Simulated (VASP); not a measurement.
Set up this calculation in VASP 6.6.1, as the native input.

```
Task                   : single point
Functional             : PBE
Potentials or basis    : VASP PAW PBE potentials, release 64 (Pb_d)
Cutoff                 : 520 eV
k mesh                 : 8 × 8 × 8
Occupations            : fermi-dirac, width 0.136057 eV
Spin                   : no spin polarisation
Dipole correction      : no
Further INCAR settings : ALGO = Normal; EDIFF = 1e-06; NBANDS = 21
```

The structure of Pb lies in POSCAR:

```
Pb
1.0
    0.0000000000      3.5335548297      3.5335548297
    3.5335548297      0.0000000000      3.5335548297
    3.5335548297      3.5335548297      0.0000000000
Pb
2
Direct
    0.0000000000      0.0000000000      0.0000000000
    0.2500000000      0.2500000000      0.2500000000
```

These files were run (other wordings do the same):

INCAR

```
SYSTEM = Pb
PREC     = Accurate       ! precision mode
ENCUT    = 520            ! plane-wave cutoff, eV
EDIFF    = 1E-6           ! SCF threshold, eV
ISMEAR   = -1             ! smearing method
SIGMA    = 0.13605693000000002 ! smearing width, eV
LREAL    = .False.        ! projectors in reciprocal space
LASPH    = .True.         ! aspherical terms in the spheres
NELM     = 60             ! most SCF steps
ALGO     = Normal         ! electronic algorithm
ISIF     = 2              ! what is computed and relaxed
LWAVE    = .False.        ! write WAVECAR
LCHARG   = .False.        ! write CHGCAR
GGA      = PE             ! functional
NBANDS   = 21             ! bands
```

KPOINTS

```
Automatic mesh
0
Gamma
  8 8 8
  0 0 0
```

Potentials or basis: VASP PAW PBE potentials, release 64 (Pb_d).

The run is started by

```console
$ cat potpaw_PBE.64/Pb_d/POTCAR > POTCAR
$ mpirun -np 1 vasp_std > vasp.out
```

Results of the run:

- Pressure: -0.1 GPa
- Band gap on the k mesh: zero (band 14 reaches 4.00 eV, above the bottom of band 15 at 2.98 eV)

Caveat: spin-orbit coupling is left out, which moves the levels of the heavy elements.

It took 120 s on 1 thread of AMD EPYC 7R13 (shared host), peak memory 0.22 GiB.
